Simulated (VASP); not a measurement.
Wanted: the native input for a VASP 6.6.1 run.

```
Task                   : single point
Functional             : PBEsol
Potentials or basis    : VASP PAW PBE potentials, release 64 (Tl_d)
Cutoff                 : 520 eV
k mesh                 : 9 × 9 × 9
Occupations            : fermi-dirac, width 0.1 eV
Spin                   : no spin polarisation
Dipole correction      : no
Further INCAR settings : ALGO = Normal; EDIFF = 1e-06; NBANDS = 20
```

The structure of Tl lies in POSCAR:

```
Tl
1.0
    0.0000000000      3.2972239797      3.2972239797
    3.2972239797      0.0000000000      3.2972239797
    3.2972239797      3.2972239797      0.0000000000
Tl
2
Direct
    0.1250000000      0.1250000000      0.1250000000
    0.8750000000      0.8750000000      0.8750000000
```

This cell differs from its parent crystal: volume scaled by 0.88.

These files were run (other wordings do the same):

INCAR

```
ALGO = Normal
EDIFF = 1E-6
ENCUT = 520
GGA = PS
ISIF = 2
ISMEAR = -1
LASPH = True
LCHARG = False
LREAL = False
LWAVE = False
NBANDS = 20
NELM = 80
PREC = Accurate
SIGMA = 0.1
```

KPOINTS

```
k-points
0
Gamma
  9 9 9
```

Potentials or basis: VASP PAW PBE potentials, release 64 (Tl_d).

The run is started by

```bash
$ cat potpaw_PBE.64/Tl_d/POTCAR > POTCAR
$ mpirun -np 1 vasp_std > vasp.out
```

Results of the run:

* Pressure: 3.4 GPa
* Band gap on the k mesh: zero (band 13 reaches 6.98 eV, above the bottom of band 14 at 3.33 eV)

Caveat: the PAW data sets were made with another functional, which shifts forces and pressure a little; spin-orbit coupling is left out, which moves the levels of the heavy elements.

It took 61 s on 1 thread of AMD EPYC 7R13 Processor (Zen 3), with other jobs on the host, peak memory 0.18 GiB.
